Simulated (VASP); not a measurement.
# SiNi3 (Pm-3m) in VASP: a series of runs

The runs below take SiNi3 through single point, relaxation of cell and atoms, with r2SCAN, PBE.

Everything below comes from runs of VASP 6.6.1. Logs are shortened: lines on timing, memory, paths and dates and some standing lists are left out, and cuts for length are marked.

## 1. The cell of the first run

The structure is cubic, space group Pm-3m (No. 221). Conventional cell: a = 3.494 Å, b = 3.494 Å, c = 3.494 Å, α = 90.00°, β = 90.00°, γ = 90.00°. Within 3.3 Å of Ni (site symmetry 4/mmm) lie 8 Ni at 2.47 Å and 4 Si at 2.47 Å. Si (site symmetry m-3m) has 12 Ni at 2.47 Å within 3.3 Å.

## 2. Single point, r2SCAN, collinear spin, ferromagnetic start

Contents of POSCAR:

```
SiNi3
1.0
    3.4941292669      0.0000000000      0.0000000000
    0.0000000000      3.4941292669      0.0000000000
    0.0000000000      0.0000000000      3.4941292669
Ni Si
3 1
Direct
    0.5000000000      0.5000000000      0.0000000000
    0.5000000000      0.0000000000      0.5000000000
    0.0000000000      0.5000000000      0.5000000000
    0.0000000000      0.0000000000      0.0000000000
```

Contents of INCAR.step1:

```
ALGO = Normal
EDIFF = 1E-4
ENCUT = 520
GGA = PE
ISMEAR = -1
ISPIN = 2
LASPH = T
LCHARG = F
LMAXMIX = 4
LREAL = F
LWAVE = T
MAGMOM = 1 1 1 0
NBANDS = 29
NELM = 150
PREC = Accurate
SIGMA = 0.05
```

Contents of INCAR.step2:

```
ALGO = Normal
EDIFF = 1E-6
ENCUT = 520
ISIF = 2
ISMEAR = -1
ISPIN = 2
ISTART = 1
LASPH = T
LCHARG = F
LMAXMIX = 4
LMIXTAU = T
LORBIT = 11
LREAL = F
LWAVE = F
MAGMOM = 1 1 1 0
METAGGA = R2SCAN
NBANDS = 29
NELM = 150
PREC = Accurate
SIGMA = 0.05
```

Contents of KPOINTS:

```
k-points
0
Gamma
  8 8 8
```

Potentials or basis: VASP PAW PBE potentials, release 64 (Ni, Si).

Run with:

```sh
$ cat potpaw_PBE.64/Ni/POTCAR potpaw_PBE.64/Si/POTCAR > POTCAR
$ cp INCAR.step1 INCAR
$ mpirun -np 1 vasp_std > vasp.out
$ cp INCAR.step2 INCAR
$ mpirun -np 1 vasp_std > vasp.out
```

OUTCAR:

```text
EDIFF = 1E-6
   ENCUT = 520
   ISIF = 2
   ISMEAR = -1
   ISPIN = 2
   ISTART = 1
   LASPH = T
   LORBIT = 11
   LREAL = F
   METAGGA = R2SCAN
   NELM = 150
   PREC = Accurate

 ion  position               nearest neighbor table
   1  0.500  0.500  0.000-   2 2.47   3 2.47   4 2.47   2 2.47   3 2.47   2 2.47   4 2.47   2 2.47
                             3 2.47   4 2.47   3 2.47   4 2.47
   2  0.500  0.000  0.500-   1 2.47   3 2.47   4 2.47   1 2.47   4 2.47   1 2.47   3 2.47   1 2.47
                             3 2.47   4 2.47   4 2.47   3 2.47
   3  0.000  0.500  0.500-   1 2.47   2 2.47   4 2.47   1 2.47   4 2.47   2 2.47   4 2.47   4 2.47
                             1 2.47   2 2.47   1 2.47   2 2.47
   4  0.000  0.000  0.000-   1 2.47   2 2.47   3 2.47   2 2.47   3 2.47   1 2.47   3 2.47   3 2.47
                             1 2.47   2 2.47   2 2.47   1 2.47

  LATTYP: Found a simple cubic cell.
 ALAT       =     3.4941292669

  Lattice vectors:

 A1 = (   3.4941292669,   0.0000000000,   0.0000000000)
 A2 = (   0.0000000000,   3.4941292669,   0.0000000000)
 A3 = (   0.0000000000,   0.0000000000,   3.4941292669)

Analysis of symmetry for initial positions (statically):
=====================================================================
 Subroutine PRICEL returns:
 Original cell was already a primitive cell.

 Routine SETGRP: Setting up the symmetry group for a
 simple cubic supercell.

 Subroutine GETGRP returns: Found 48 space group operations
 (whereof 48 operations were pure point group operations)
 out of a pool of 48 trial point group operations.

The static configuration has the point symmetry O_h .

Analysis of symmetry for dynamics (positions and initial velocities):
=====================================================================
 Subroutine PRICEL returns:
 Original cell was already a primitive cell.

 Routine SETGRP: Setting up the symmetry group for a
 simple cubic supercell.

 Subroutine GETGRP returns: Found 48 space group operations
 (whereof 48 operations were pure point group operations)
 out of a pool of 48 trial point group operations.

The dynamic configuration has the point symmetry O_h .

Analysis of structural, dynamic, and magnetic symmetry:
=====================================================================
 Subroutine PRICEL returns:
 Original cell was already a primitive cell.

 Routine SETGRP: Setting up the symmetry group for a
 simple cubic supercell.

 Subroutine GETGRP returns: Found 48 space group operations
 (whereof 48 operations were pure point group operations)
 out of a pool of 48 trial point group operations.

The overall configuration has the point symmetry O_h .

 Subroutine INISYM returns: Found 48 space group operations
 (whereof 48 operations are pure point group operations),
 and found     1 'primitive' translations

----------------------------------------------------------------------------------------

                                     Primitive cell

  volume of cell :      42.6596

  direct lattice vectors                    reciprocal lattice vectors
     3.494129267  0.000000000  0.000000000     0.286194334  0.000000000  0.000000000
     0.000000000  3.494129267  0.000000000     0.000000000  0.286194334  0.000000000
     0.000000000  0.000000000  3.494129267     0.000000000  0.000000000  0.286194334

  length of vectors
     3.494129267  3.494129267  3.494129267     0.286194334  0.286194334  0.286194334

  position of ions in fractional coordinates (direct lattice)
     0.500000000  0.500000000  0.000000000
     0.500000000  0.000000000  0.500000000
     0.000000000  0.500000000  0.500000000
     0.000000000  0.000000000  0.000000000

  ion indices of the primitive-cell ions
   primitive index   ion index
                 1           1
                 2           2
                 3           3
                 4           4

----------------------------------------------------------------------------------------

 KPOINTS: k-points

Automatic generation of k-mesh.
 Grid dimensions read from file:
 generate k-points for:    8    8    8

 Generating k-lattice:

  Cartesian coordinates                     Fractional coordinates (reciprocal lattice)
     0.035774292  0.000000000  0.000000000     0.125000000  0.000000000  0.000000000
     0.000000000  0.035774292  0.000000000     0.000000000  0.125000000  0.000000000
     0.000000000  0.000000000  0.035774292     0.000000000  0.000000000  0.125000000

  Length of vectors
     0.035774292  0.035774292  0.035774292

  Shift w.r.t. Gamma in fractional coordinates (k-lattice)
     0.000000000  0.000000000  0.000000000

 Subroutine IBZKPT returns following result:
 ===========================================

 Found     35 irreducible k-points:

 Following reciprocal coordinates:
            Coordinates               Weight
  0.000000  0.000000  0.000000      1.000000
  0.125000  0.000000  0.000000      6.000000
  0.250000  0.000000  0.000000      6.000000
  0.375000  0.000000  0.000000      6.000000
  0.500000  0.000000  0.000000      3.000000
  0.125000  0.125000  0.000000     12.000000
[... 16 lines left out ...]
  0.375000  0.375000  0.125000     24.000000
  0.500000  0.375000  0.125000     24.000000
 [... further k-points ...]
   k-points           NKPTS =     35   k-points in BZ     NKDIM =     35   number of bands    NBANDS=     29
   number of dos      NEDOS =    301   number of ions     NIONS =      4
   total plane-waves  NPLWV =  21952
   dimension x,y,z NGX =    28 NGY =   28 NGZ =   28
   dimension x,y,z NGXF=    56 NGYF=   56 NGZF=   56
   ions per type =               3   1
   NGX,Y,Z   is equivalent  to a cutoff of  13.32, 13.32, 13.32 a.u.
   NGXF,Y,Z  is equivalent  to a cutoff of  26.64, 26.64, 26.64 a.u.
 SYSTEM =  unknown system
   PREC   = accura    normal or accurate (medium, high low for compatibility)
   ISTART =      1    job   : 0-new  1-cont  2-samecut
   ICHARG =      0    charge: 1-file 2-atom 10-const
   ISPIN  =      2    spin polarized calculation?
   LNONCOLLINEAR =      F non collinear calculations
   LSORBIT =      F    spin-orbit coupling
   LASPH  =      T    aspherical Exc in radial PAW
   ENCUT  =  520.0 eV  38.22 Ry    6.18 a.u.   6.50  6.50  6.50*2*pi/ulx,y,z
   NELM   =    150;   NELMIN=  2; NELMDL=  0     # of ELM steps
   EDIFF  = 0.1E-05   stopping-criterion for ELM
   LREAL  =      F    real-space projection
   EDIFFG = 0.1E-04   stopping-criterion for IOM
   NSW    =      0    number of steps for IOM
   IBRION =     -1    ionic relax: 0-MD 1-quasi-New 2-CG
   NFREE  =      0    steps in history (QN), initial steepest desc. (CG)
   ISIF   =      2    stress and relaxation
   ISYM   =      2    0-nonsym 1-usesym 2-fastsym
   POTIM  = 0.5000    time-step for ionic-motion
   TEBEG  =    0.0;   TEEND  =   0.0 temperature during run
   PSTRESS=    0.0 pullay stress
   NELECT =      34.0000    total number of electrons
   NUPDOWN=      -1.0000    fix difference up-down
   EMIN   =  10.00;   EMAX   =-10.00  energy-range for DOS
   EFERMI =   0.00;   METHOD = LEGACY
   ISMEAR =    -1;   SIGMA  =   0.05  broadening in eV -4-tet -1-fermi 0-gaus
   EFERMI_NEDOS =   21; number of points for ismear=-14 and -15
   IALGO  =     38    algorithm
   IMIX   =      4    mixing-type and parameters
     AMIX     =   0.40;   BMIX     =  1.00
     AMIX_MAG =   1.60;   BMIX_MAG =  1.00
  volume/ion in A,a.u.               =      10.66        71.97
  Fermi-wavevector in a.u.,A,eV,Ry     =   1.517850  2.868320 31.346033  2.303868
  Thomas-Fermi vector in A             =   2.627050
   LORBIT       =     11    0 simple, 1 ext, 2 COOP (PROOUT), +10 PAW based schemes
   METAGGA = R2SCAN    functional components
   LHFCALC =     F    Hartree Fock is set to
   AEXX    =    0.0000 exact exchange contribution
   IVDW    =     0    specifies the selected vdW correction
   LEPSILON=     F    determine dielectric tensor
   LRPA    =     F    only Hartree local field effects (RPA)
 spin polarized calculation
  energy-cutoff  :      520.00
  volume of cell :       42.66
 maximum number of plane-waves:      1189
 NGX is ok and might be reduce to    28
   NGX = 13   NGY = 13   NGZ = 13

 number of electron      33.9999976 magnetization      -0.0045069

 Free energy of the ion-electron system (eV)
  ---------------------------------------------------
  ext. energy  EPLUGINS =         0.00000000
  ---------------------------------------------------
  free energy    TOTEN  =       -46.36325784 eV

  energy without entropy =      -46.34474260  energy(sigma->0) =      -46.35400022

 E-fermi :  10.6329     XC(G=0): -14.2520

 val. band max:       10.6298452129   @ k =   0.5000   0.3750   0.3750
 cond. band min:      10.6333014804   @ k =   0.5000   0.3750   0.3750
 fundamental gap:      0.0034562674
 Fermi energy:        10.6328963423

 spin component 1

 k-point     1 :       0.0000    0.0000    0.0000
  band No.  band energies     occupation
      1      -1.9430      1.00000
      2       5.4940      1.00000
      3       6.3716      1.00000
      4       6.3716      1.00000
      5       6.9358      1.00000
      6       6.9358      1.00000
[... 757 lines left out ...]
     28      26.3038      0.00000
     29      28.8057      0.00000

 [... further k-points ...]

 spin component 2

 k-point     1 :       0.0000    0.0000    0.0000
  band No.  band energies     occupation
      1      -1.9423      1.00000
      2       5.4939      1.00000
      3       6.3704      1.00000
      4       6.3704      1.00000
      5       6.9331      1.00000
      6       6.9331      1.00000
[... 757 lines left out ...]
     28      26.3036      0.00000
     29      28.8058      0.00000

 [... further k-points ...]
[... 5 lines left out ...]
  --------------------------------------------------------------------------------------
  -------------------------------------------------------------------------------------
  Total       -1.4231522     -1.4231522     -1.4231522     -0.0000000     -0.0000000      0.0000000
  in kB      -53.4496706    -53.4496706    -53.4496706     -0.0000000     -0.0000000      0.0000000
  external PRESSURE =     -53.4496706 kB  Pullay stress =       0.0000000 kB

 VOLUME and BASIS-vectors are now :
 -----------------------------------------------------------------------------
  energy-cutoff  :      520.00
  volume of cell :       42.66
      direct lattice vectors                 reciprocal lattice vectors
     3.494129267  0.000000000  0.000000000     0.286194334  0.000000000  0.000000000
     0.000000000  3.494129267  0.000000000     0.000000000  0.286194334  0.000000000
     0.000000000  0.000000000  3.494129267     0.000000000  0.000000000  0.286194334

 POSITION                                       TOTAL-FORCE (eV/Angst)
 -----------------------------------------------------------------------------------
      1.74706      1.74706      0.00000         0.000000      0.000000      0.000000
      1.74706      0.00000      1.74706         0.000000      0.000000      0.000000
      0.00000      1.74706      1.74706         0.000000      0.000000      0.000000
      0.00000      0.00000      0.00000         0.000000      0.000000      0.000000
 -----------------------------------------------------------------------------------
    total drift:                                0.000000      0.000000      0.000000

  FREE ENERGIE OF THE ION-ELECTRON SYSTEM (eV)
  ---------------------------------------------------
  free  energy   TOTEN  =       -46.3632578405 eV

  energy  without entropy=      -46.3447426037  energy(sigma->0) =      -46.35400022

 total charge

# of ion       s       p       d       tot
------------------------------------------
    1        0.501   0.602   8.426   9.529
    2        0.501   0.602   8.426   9.529
    3        0.501   0.602   8.426   9.529
    4        0.717   0.838   0.000   1.555
--------------------------------------------------
tot          2.219   2.644  25.279  30.142

 magnetization (x)

# of ion       s       p       d       tot
------------------------------------------
    1        0.000   0.000  -0.002  -0.002
    2        0.000   0.000  -0.002  -0.002
    3        0.000   0.000  -0.002  -0.002
    4        0.000   0.000   0.000   0.000
--------------------------------------------------
tot          0.000   0.001  -0.006  -0.005
```

Run time: 2.2 min. Hardware: 1 thread of Intel Xeon 6975P-C (Granite Rapids), shared host; peak memory 0.21 GiB.

What came out:

```yaml
Free_energy: -46.3633 eV
Pressure: -5.3 GPa
Band_gap_on_the_k_mesh: zero (filled and empty bands overlap)
Net_moment: 0.00 μB per cell
Valence_electrons_inside_the_program's_atomic_spheres: Ni 9.53; Si 1.55
```

Levels at points of the mesh, in eV from the Fermi level:
Spin up:
```tsv
k point	band 14	band 15	band 16	band 17	band 18	band 19	band 20	band 21
(0.00, 0.00, 0.00)	-0.73	-0.73	-0.36	0.05	0.05	0.05	5.37	6.61
(0.50, 0.00, 0.00)	-1.36	-1.23	-0.66	0.05	3.81	3.81	5.52	5.52
(0.50, 0.50, 0.00)	-1.54	-1.17	-1.07	-0.96	0.66	0.66	5.92	6.87
(0.50, 0.50, 0.50)	-1.31	-1.31	-0.46	-0.22	-0.22	-0.22	1.41	4.26
```
Spin down:
```csv
k point,band 15,band 16,band 17,band 18,band 19,band 20
"(0.00, 0.00, 0.00)",-0.74,-0.36,0.04,0.04,0.04,5.37
"(0.50, 0.00, 0.00)",-1.23,-0.66,0.04,3.81,3.81,5.52
"(0.50, 0.50, 0.00)",-1.18,-1.07,-0.97,0.66,0.66,5.92
"(0.50, 0.50, 0.50)",-1.31,-0.46,-0.23,-0.23,-0.23,1.41
```

Caveat: the cell stands under tension; the moments typed at the start vanished in this run; the PAW data sets were made with another functional, which shifts forces and pressure a little.

## 3. Single point, r2SCAN, collinear spin, ferromagnetic start

This run uses another cell than the first one, of 11.33 Å³/atom.

Contents of POSCAR:

```
SiNi3
1.0
    3.5654576373      0.0000000000      0.0000000000
    0.0000000000      3.5654576373      0.0000000000
    0.0000000000      0.0000000000      3.5654576373
Ni Si
3 1
Direct
    0.5000000000      0.5000000000      0.0000000000
    0.5000000000      0.0000000000      0.5000000000
    0.0000000000      0.5000000000      0.5000000000
    0.0000000000      0.0000000000      0.0000000000
```

Contents of INCAR.step1:

```
SYSTEM = SiNi3
PREC = Accurate
ENCUT = 520
ISMEAR = -1
SIGMA = 0.05
LREAL = .FALSE.
LASPH = .TRUE.
NELM = 150
ISPIN = 2
MAGMOM = 1 1 1 0
LMAXMIX = 4
NBANDS = 29
GGA = PE
ALGO = Normal
EDIFF = 1E-4
LWAVE = .TRUE.
LCHARG = .FALSE.
```

Contents of INCAR.step2:

```
SYSTEM = SiNi3
PREC = Accurate
ENCUT = 520
EDIFF = 1E-6
ISMEAR = -1
SIGMA = 0.05
LREAL = .FALSE.
LASPH = .TRUE.
NELM = 150
ALGO = Normal
ISIF = 2
LWAVE = .FALSE.
LCHARG = .FALSE.
ISPIN = 2
MAGMOM = 1 1 1 0
LORBIT = 11
LMAXMIX = 4
METAGGA = R2SCAN
LMIXTAU = .TRUE.
NBANDS = 29
ISTART = 1
```

Contents of KPOINTS:

```
Automatic mesh
0
G
  8 8 8
  0 0 0
```

Potentials or basis: VASP PAW PBE potentials, release 64 (Ni, Si).

Run with:

```sh
$ cat potpaw_PBE.64/Ni/POTCAR potpaw_PBE.64/Si/POTCAR > POTCAR
$ cp INCAR.step1 INCAR
$ mpirun -np 1 vasp_std > vasp.out
$ cp INCAR.step2 INCAR
$ mpirun -np 1 vasp_std > vasp.out
```

Run time: 2.7 min. Hardware: 1 thread of Intel Xeon 6975P-C (Granite Rapids), shared host; peak memory 0.22 GiB.

Results (log left out):

```
Free energy                                           : -46.1770 eV
Pressure                                              : -16.4 GPa
Band gap on the k mesh                                : zero (filled and empty bands overlap)
Net moment                                            : 0.00 μB per cell
Valence electrons inside the program's atomic spheres : Ni 9.41; Si 1.52
```

Levels at points of the mesh, in eV from the Fermi level:
Spin up:
```csv
k point,band 14,band 15,band 16,band 17,band 18,band 19,band 20,band 21
"(0.00, 0.00, 0.00)",-0.68,-0.68,-0.34,0.03,0.03,0.03,4.78,6.33
"(0.50, 0.00, 0.00)",-1.24,-1.13,-0.62,0.03,3.56,3.56,5.37,5.37
"(0.50, 0.50, 0.00)",-1.42,-1.08,-0.98,-0.88,0.60,0.60,5.54,6.56
"(0.50, 0.50, 0.50)",-1.20,-1.20,-0.34,-0.21,-0.21,-0.21,1.14,4.00
```
Spin down:
```csv
k point,band 13,band 14,band 15,band 16,band 17,band 18,band 19,band 20,band 21,band 22
"(0.00, 0.00, 0.00)",-0.90,-0.68,-0.68,-0.34,0.03,0.03,0.03,4.78,6.33,6.33
"(0.50, 0.00, 0.00)",-1.24,-1.24,-1.13,-0.62,0.03,3.56,3.56,5.37,5.37,5.38
"(0.50, 0.50, 0.00)",-1.43,-1.42,-1.08,-0.98,-0.89,0.59,0.59,5.54,6.56,7.81
"(0.50, 0.50, 0.50)",-1.45,-1.20,-1.20,-0.34,-0.21,-0.21,-0.21,1.14,4.00,4.00
```

Caveat: the cell stands under tension; the moments typed at the start vanished in this run; the PAW data sets were made with another functional, which shifts forces and pressure a little.

## 4. Single point, r2SCAN, collinear spin, ferromagnetic start

This run uses another cell than the first one, of 11.55 Å³/atom.

Contents of POSCAR:

```
SiNi3
1.0
    3.5886106083      0.0000000000      0.0000000000
    0.0000000000      3.5886106083      0.0000000000
    0.0000000000      0.0000000000      3.5886106083
Ni Si
3 1
Direct
    0.5000000000      0.5000000000      0.0000000000
    0.5000000000      0.0000000000      0.5000000000
    0.0000000000      0.5000000000      0.5000000000
    0.0000000000      0.0000000000      0.0000000000
```

Contents of INCAR.step1:

```
PREC = Accurate
ENCUT = 520
ISMEAR = -1
SIGMA = 0.05
LREAL = False
LASPH = True
NELM = 150
ISPIN = 2
MAGMOM = 1 1 1 0
LMAXMIX = 4
NBANDS = 29
GGA = PE
ALGO = Normal
EDIFF = 1E-4
LWAVE = True
LCHARG = False
```

Contents of INCAR.step2:

```
PREC = Accurate
ENCUT = 520
EDIFF = 1E-6
ISMEAR = -1
SIGMA = 0.05
LREAL = False
LASPH = True
NELM = 150
ALGO = Normal
ISIF = 2
LWAVE = False
LCHARG = False
ISPIN = 2
MAGMOM = 1 1 1 0
LORBIT = 11
LMAXMIX = 4
METAGGA = R2SCAN
LMIXTAU = True
NBANDS = 29
ISTART = 1
```

Contents of KPOINTS:

```
Automatic mesh
0
Gamma
  8 8 8
```

Run with:

```sh
$ cat potpaw_PBE.64/Ni/POTCAR potpaw_PBE.64/Si/POTCAR > POTCAR
$ cp INCAR.step1 INCAR
$ mpirun -np 1 vasp_std > vasp.out
$ cp INCAR.step2 INCAR
$ mpirun -np 1 vasp_std > vasp.out
```

It took 2.8 min on 1 thread of Intel Xeon 6975P-C (Granite Rapids), shared host; peak memory 0.22 GiB.

Results (log left out):

| Item | Value |
| --- | --- |
| Free energy | -46.0781 eV |
| Pressure | -19.3 GPa |
| Band gap on the k mesh | zero (filled and empty bands overlap) |
| Net moment | 0.00 μB per cell |
| Valence electrons inside the program's atomic spheres | Ni 9.37; Si 1.51 |

Levels at points of the mesh, in eV from the Fermi level:
Spin up:
```csv
k point,band 13,band 14,band 15,band 16,band 17,band 18,band 19,band 20,band 21,band 22
"(0.00, 0.00, 0.00)",-0.88,-0.67,-0.67,-0.34,0.03,0.03,0.03,4.60,6.24,6.24
"(0.50, 0.00, 0.00)",-1.21,-1.21,-1.11,-0.60,0.03,3.49,3.49,5.23,5.32,5.32
"(0.50, 0.50, 0.00)",-1.39,-1.38,-1.05,-0.95,-0.86,0.58,0.58,5.42,6.46,7.74
"(0.50, 0.50, 0.50)",-1.41,-1.17,-1.17,-0.30,-0.21,-0.21,-0.21,1.06,3.91,3.91
```
Spin down:
```
           k point  band 14  band 15  band 16  band 17  band 18  band 19  band 20  band 21
(0.00, 0.00, 0.00)    -0.67    -0.67    -0.34     0.03     0.03     0.03     4.60     6.24
(0.50, 0.00, 0.00)    -1.21    -1.11    -0.60     0.03     3.49     3.49     5.23     5.32
(0.50, 0.50, 0.00)    -1.38    -1.05    -0.95    -0.86     0.58     0.58     5.42     6.46
(0.50, 0.50, 0.50)    -1.17    -1.17    -0.30    -0.21    -0.21    -0.21     1.06     3.91
```

Caveat: the cell stands under tension; the moments typed at the start vanished in this run; the PAW data sets were made with another functional, which shifts forces and pressure a little.

(Continued in part 2 of 2.)

The gap in the log of VASP goes by the Fermi energy; the results here count the filled bands.